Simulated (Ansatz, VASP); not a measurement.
## One calculation of Mg2Si, two programs

```
CELL_PARAMETERS angstrom
0.00000 3.19500 3.19500
3.19500 0.00000 3.19500
3.19500 3.19500 0.00000
ATOMIC_POSITIONS crystal
Mg 0.25000 0.25000 0.25000
Mg 0.75000 0.75000 0.75000
Si 0.00000 0.00000 0.00000
```

Alike in both runs: task electric field gradients; functional LDA; k mesh 11 × 11 × 11; occupations fermi-dirac, width 0.05 eV; no spin polarisation.

|  | VASP | Ansatz |
| --- | --- | --- |
| version | VASP 6.6.1 | Ansatz 0.2.0 |
| potentials or method | VASP PAW LDA potentials, release 64 (Mg, Si), cutoff 520 eV | all-electron PAW with datasets made for the crystal, scalar-relativistic |

VASP gave:

```
pressure (GPa) : -3.5
```

Task: What did Ansatz give for the same quantities?

Result: Pressure (GPa): -3.2.

LDA's correlation is that of Perdew and Zunger in VASP and of Perdew and Wang (1992) in Ansatz. Ansatz ran all-electron here, and VASP with PAW potentials.
